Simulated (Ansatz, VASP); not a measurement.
## One calculation of Ce, two programs

```xyz
1
Lattice="0.0000 2.3390 2.3390 2.3390 0.0000 2.3390 2.3390 2.3390 0.0000" Properties=species:S:1:pos:R:3 pbc="T T T"
Ce    0.0000    0.0000    0.0000
```

Alike in both runs: task single point; functional r2SCAN; k mesh 12 × 12 × 12; occupations fermi-dirac, width 0.1 eV; no spin polarisation.

```csv
,VASP,Ansatz
version,VASP 6.6.1,Ansatz 0.2.0
potentials or method,"VASP PAW PBE potentials, release 64 (Ce), cutoff 520 eV","plane waves (500 eV) with PAW, scalar-relativistic"
valence electrons in the cell,12,12
```

```csv
,VASP,Ansatz,Ansatz less VASP
pressure (GPa),-0.4,-0.1,+0.27
```

VASP's potentials were made for PBE, not for r2SCAN.

Spin-orbit coupling is off throughout.
